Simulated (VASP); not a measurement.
K, 1 atom in the cell. It takes space group Fm-3m (No. 225, cubic). Conventional cell: a = 6.589 Å, b = 6.589 Å, c = 6.589 Å, α = 90.00°, β = 90.00°, γ = 90.00°. This isn't the form of K at room conditions, which is bcc.

* Program: VASP 6.6.1
* Task: single point
* Functional: r2SCAN
* Potentials or basis: VASP PAW PBE potentials, release 64 (K_sv)
* Cutoff: 520 eV
* k mesh: 12 × 12 × 12
* Occupations: gaussian, width 0.05 eV
* Spin: no spin polarisation
* Dipole correction: no
* Further INCAR settings: ALGO = Normal; EDIFF = 1e-06; NBANDS = 10

Potentials or basis: VASP PAW PBE potentials, release 64 (K_sv).

Run with:

```bash
$ cat potpaw_PBE.64/K_sv/POTCAR > POTCAR
$ cp INCAR.step1 INCAR
$ mpirun -np 1 vasp_std > vasp.out
$ cp INCAR.step2 INCAR
$ mpirun -np 1 vasp_std > vasp.out
```

Hardware: 1 thread of Intel(R) Xeon(R) Platinum 8375C CPU @ 2.90GHz (Ice Lake), on a shared host.

How long does it take, and how much memory?

Wall time 110 s on 1 thread of Intel(R) Xeon(R) Platinum 8375C CPU @ 2.90GHz (Ice Lake) (shared host), peak memory 0.23 GiB. Counts: k points 72.
